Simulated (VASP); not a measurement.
Crystal: CdTe.

```
Cd Te
1.0
     4.53255    0.00000    0.00000
     2.26628    3.92531    0.00000
     2.26628    1.30844    3.70081
Cd Te
1 1
Direct
  0.00000 0.00000 0.00000
  0.25000 0.25000 0.25000
```

- Program: VASP 6.6.1
- Task: relaxation of cell and atoms
- Functional: r2SCAN
- Dispersion: rVV10
- Potentials or basis: VASP PAW PBE potentials, release 64 (Cd, Te)
- Cutoff: 600 eV
- k mesh: 6 × 6 × 6
- Occupations: gaussian, width 0.01 eV
- Spin: no spin polarisation

At the start: pressure 2.7 GPa; volume 32.92 Å³/atom.

How do energy, volume and symmetry change on relaxing?

Over 3 steps the energy falls by 14.6 meV/atom and the volume is 34.78 Å³/atom (+5.6 %); space group F-43m (No. 216, to 0.05 Å).

Step by step:
```csv
step,energy change (eV),largest force (eV/Å),pressure (GPa),volume (Å³)
1,0.0000,0.0000,2.66,65.84
2,-0.0243,0.0000,-0.92,71.19
3,-0.0291,0.0000,0.01,69.55
```

Final structure:
```
Cd Te
1.0
     4.61605    0.00000    0.00000
     2.30803    3.99762    0.00000
     2.30803    1.33254    3.76899
Cd Te
1 1
Direct
  0.00000 0.00000 0.00000
  0.25000 0.25000 0.25000
```

Caveat: the PAW data sets were made with another functional, which shifts forces and pressure a little.
